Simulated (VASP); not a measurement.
Crystal: PbSe.

```
Pb Se
1.0
     0.00000    3.57177    3.42320
     3.57177    0.00000    3.42320
     3.57177    3.57177    0.00000
Pb Se
1 1
Direct
  0.00000 0.00000 0.00000
  0.25000 0.25000 0.25000
```

This cell differs from its parent crystal: biaxial xy strain +4.3%.

Base run:

| Quantity | Value |
| --- | --- |
| Program | VASP 6.6.1 |
| Functional | r2SCAN |
| Potentials or basis | VASP PAW PBE potentials, release 64 (Pb_d, Se) |
| Cutoff | 520 eV |
| k mesh | 6 × 6 × 6 |
| Occupations | gaussian, width 0.01 eV |
| Spin | no spin polarisation |

Its results: band gap on the k mesh 0.98 eV, indirect (least direct gap 1.42 eV); pressure -2.4 GPa.

The run is repeated on the same cell with these changes: functional from r2SCAN to PBE; occupations from gaussian, width 0.01 eV to fermi-dirac, width 0.02 eV. What comes out?

Band gap on the k mesh 0.80 eV, indirect (least direct gap 1.22 eV); pressure -1.7 GPa.

Caveats: spin-orbit coupling is left out, which moves the levels of the heavy elements; the PAW data sets were made with another functional, which shifts forces and pressure a little (some runs).

A k mesh can miss the band edges.
